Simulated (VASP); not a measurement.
Input of a VASP 6.6.1 run:

Contents of INCAR:

```
SYSTEM = HfB
PREC     = Accurate       ! precision mode
ENCUT    = 520            ! plane-wave cutoff, eV
EDIFF    = 1E-6           ! SCF threshold, eV
ISMEAR   = -1             ! smearing method
SIGMA    = 0.05           ! smearing width, eV
LREAL    = .FALSE.        ! projectors in reciprocal space
LASPH    = .TRUE.         ! aspherical terms in the spheres
NELM     = 60             ! most SCF steps
ALGO     = Normal         ! electronic algorithm
ISIF     = 2              ! what is computed and relaxed
LWAVE    = .FALSE.        ! write WAVECAR
LCHARG   = .TRUE.         ! write CHGCAR
GGA      = RP             ! functional
IVDW     = 13             ! dispersion correction
LELF     = .TRUE.         ! ELF
LVHAR    = .TRUE.       
NBANDS   = 14             ! bands
```

The input KPOINTS:

```
Automatic mesh
0
G
  10 10 10
  0 0 0
```

POSCAR

```
HfB
1.0
    0.0000000000      2.3971027232      2.3971027232
    2.3971027232      0.0000000000      2.3971027232
    2.3971027232      2.3971027232      0.0000000000
Hf B
1 1
Direct
    0.5000000000      0.5000000000      0.5000000000
    0.0000000000      0.0000000000      0.0000000000
```

Potentials or basis: VASP PAW PBE potentials, release 64 (Hf_pv, B).

Run with:

```console
$ cat potpaw_PBE.64/Hf_pv/POTCAR potpaw_PBE.64/B/POTCAR > POTCAR
$ mpirun -np 1 vasp_std > vasp.out
```

Question: Estimate the dispersion energy per atom.

Answer: -0.521 eV.

Question: What does it give for the pressure?

Answer: 0.2 GPa.

Caveat: the PAW data sets were made with another functional, which shifts forces and pressure a little; pairwise dispersion overbinds metals, which lowers pressure and volume.
